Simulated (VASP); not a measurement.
Si3Bi2TeSe2, 8 atoms in the cell. It takes space group P-3m1 (No. 164, trigonal). Conventional cell: a = 4.195 Å, b = 4.195 Å, c = 14.283 Å, α = 90.00°, β = 90.00°, γ = 120.00°. Si (site symmetry 3m) has 6 Si at 2.52 to 2.80 Å within 3.3 Å. Within 3.3 Å of Si (site symmetry -3m) lie 6 Si at 2.52 Å. Bi (site symmetry 3m) has 3 Se at 2.86 Å and 3 Te at 3.24 Å within 3.8 Å. Te (site symmetry -3m) has 6 Bi at 3.24 Å and 6 Te at 4.20 Å within 4.3 Å. Within 3.8 Å of Se (site symmetry 3m) lie 3 Bi at 2.86 Å and 3 Si at 3.67 Å. 

* Program: VASP 6.6.1
* Task: single point
* Functional: PBE
* Potentials or basis: VASP PAW PBE potentials, release 64 (Si, Bi_d, Te, Se)
* Cutoff: 500 eV
* k mesh: 3 × 3 × 1
* Occupations: gaussian, width 0.15 eV
* Spin: no spin polarisation
* Dipole correction: no
* Further INCAR settings: ALGO = Normal; EDIFF = 1e-06; NBANDS = 40

Potentials or basis: VASP PAW PBE potentials, release 64 (Si, Bi_d, Te, Se).

Run with:

```console
$ cat potpaw_PBE.64/Si/POTCAR potpaw_PBE.64/Bi_d/POTCAR potpaw_PBE.64/Te/POTCAR potpaw_PBE.64/Se/POTCAR > POTCAR
$ mpirun -np 1 vasp_std > vasp.out
```

Hardware: 1 thread of Intel Xeon 6975P-C, with other jobs on the host.

Q: Estimate the wall time of this run.

A: Wall time 50 s on 1 thread of Intel Xeon 6975P-C, on a shared host, peak memory 0.33 GiB. Counts: scf iterations 14, k points 3.
